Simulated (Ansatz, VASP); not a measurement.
**Al6H in VASP and in Ansatz**

```
CELL_PARAMETERS angstrom
5.71352 0.00000 0.00000
-2.85676 4.94805 0.00000
0.00000 0.00000 22.60138
ATOMIC_POSITIONS crystal
Al 0.33333 0.16667 0.17698
Al 0.33333 0.66667 0.17698
Al 0.83333 0.16667 0.17698
Al 0.83333 0.66667 0.17698
Al 0.16667 0.33333 0.27878
Al 0.16667 0.83333 0.27878
Al 0.66667 0.33333 0.27878
Al 0.66667 0.83333 0.27878
Al 0.00000 0.00000 0.38057
Al 0.00000 0.50000 0.38057
Al 0.50000 0.00000 0.38057
Al 0.50000 0.50000 0.38057
H 0.18437 0.50000 0.44295
H 0.31563 0.50000 0.44295
```

Alike in both runs: task single point; functional PBE; k mesh 6 × 6 × 1; occupations gaussian, width 0.1 eV; no spin polarisation.

```csv
,VASP,Ansatz
version,VASP 6.6.1,Ansatz 0.2.0
potentials or method,"VASP PAW PBE potentials, release 64 (Al, H), cutoff 520 eV","scalar-relativistic, plane waves, PAW"
valence electrons in the cell,38,38
```

VASP gave:

- gap on the k mesh at the Fermi level (eV): none
- rms of the force components (eV/Å): 0.645

What did Ansatz give for the same quantities?

gap on the k mesh at the Fermi level (eV): none; rms of the force components (eV/Å): 0.648.

Atom by atom the forces differ by 0.003 eV/Å (rms over components). A gap of «none» marks a metal or a gap that the smearing closes.
